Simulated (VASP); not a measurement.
Crystal: Tc.

```xyz
2
Lattice="2.7400 0.0000 0.0000 -1.3700 2.3729 0.0000 0.0000 0.0000 4.3980" Properties=species:S:1:pos:R:3 pbc="T T T"
Tc    0.0000    1.5819    1.0995
Tc    1.3700    0.7910    3.2985
```

```yaml
Program: VASP 6.6.1
Task: relaxation of cell and atoms
Functional: PBE
Dispersion: D4
Potentials_or_basis: VASP PAW PBE potentials, release 64 (Tc_pv)
Cutoff: 600 eV
k_mesh: 14 × 14 × 8
Occupations: methfessel-paxton, width 0.1 eV
Spin: no spin polarisation
```

At the start: pressure -4.1 GPa; volume 14.30 Å³/atom.

**Question.** Where does the relaxation end?

**Answer.** Over 3 steps the energy falls by 2.4 meV/atom and the volume is 14.11 Å³/atom (-1.3 %); space group P6_3/mmc (No. 194, to 0.1 Å) before and after.

The path:
```
step  energy change (eV)  largest force (eV/Å)  pressure (GPa)  volume (Å³)
   1              0.0000                0.0000           -4.06        28.59
   2              0.0405                0.0000           13.77        27.12
   3             -0.0049                0.0000           -0.06        28.22
```

Final structure:
```
Tc
1.0
     2.72878    0.00000    0.00000
    -1.36439    2.36320    0.00000
     0.00000    0.00000    4.37665
Tc
2
Direct
  0.33333 0.66667 0.25000
  0.66667 0.33333 0.75000
```
